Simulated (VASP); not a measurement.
Set up this calculation in VASP 6.6.1, as the native input.

* Task: single point
* Functional: PBE
* Potentials or basis: VASP PAW PBE potentials, release 64 (Re)
* Cutoff: 520 eV
* k mesh: 10 × 10 × 10
* Occupations: gaussian, width 0.15 eV
* Spin: no spin polarisation
* Dipole correction: no
* Further INCAR settings: ALGO = Normal; EDIFF = 1e-06; NBANDS = 10

The structure of Re lies in POSCAR:

```
Re
1.0
    0.0000000000      1.9577236186      2.0115610181
    1.7423740206      0.0000000000      2.0115610181
    1.7423740206      1.9577236186      0.0000000000
Re
1
Direct
    0.0000000000      0.0000000000      0.0000000000
```

This cell differs from its parent crystal: normal strain along x -0.1100, normal strain along z +0.0275.

These files were run (other wordings do the same):

INCAR

```
PREC = Accurate ; ENCUT = 520
EDIFF = 1E-6 ; ISMEAR = 0
SIGMA = 0.15 ; LREAL = F
LASPH = T ; NELM = 60
ALGO = Normal ; ISIF = 2
LWAVE = F ; LCHARG = F
GGA = PE ; NBANDS = 10
```

KPOINTS

```
regular mesh
0
Gamma
  10 10 10
```

Potentials or basis: VASP PAW PBE potentials, release 64 (Re).

Run with:

```console
$ cat potpaw_PBE.64/Re/POTCAR > POTCAR
$ mpirun -np 1 vasp_std > vasp.out
```

It gave:

```json
{"Pressure": "41.1 GPa"}
```

Caveat: the cell differs from its parent crystal (normal strain along x -0.1100, normal strain along z +0.0275).

It took 13 s on 1 thread of Intel(R) Xeon(R) Platinum 8488C (Sapphire Rapids), with other jobs on the host, peak memory 0.15 GiB.
